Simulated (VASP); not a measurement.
Crystal: BP.

```xyz
2
Lattice="0.0000 2.2690 2.2690 2.2690 0.0000 2.2690 2.2690 2.2690 0.0000" Properties=species:S:1:pos:R:3 pbc="T T T"
B     0.0000    0.0000    0.0000
P     1.1345    1.1345    1.1345
```

| Item | Value |
| --- | --- |
| Program | VASP 6.6.1 |
| Task | relaxation of cell and atoms |
| Functional | revPBE |
| Dispersion | D3(BJ) |
| Potentials or basis | VASP PAW PBE potentials, release 64 (B, P) |
| Cutoff | 600 eV |
| k mesh | 8 × 8 × 8 |
| Occupations | gaussian, width 0.01 eV |
| Spin | no spin polarisation |

At the start: pressure -6.2 GPa; volume 11.68 Å³/atom.

Q: How do energy, volume and symmetry change on relaxing?

A: Over 3 steps the energy falls by 8.7 meV/atom and the volume is 11.25 Å³/atom (-3.7 %); space group F-43m (No. 216, to 0.05 Å).

The path:
```csv
step,energy change (eV),largest force (eV/Å),pressure (GPa),volume (Å³)
1,0.0000,0.0000,-6.20,23.36
2,-0.0076,0.0000,5.19,21.87
3,-0.0174,0.0000,0.00,22.49
```

Final structure:
```
B P
1.0
     0.00000    2.24044    2.24044
     2.24044    0.00000    2.24044
     2.24044    2.24044    0.00000
B P
1 1
Direct
  0.00000 0.00000 0.00000
  0.25000 0.25000 0.25000
```

Caveat: the PAW data sets were made with another functional, which shifts forces and pressure a little.
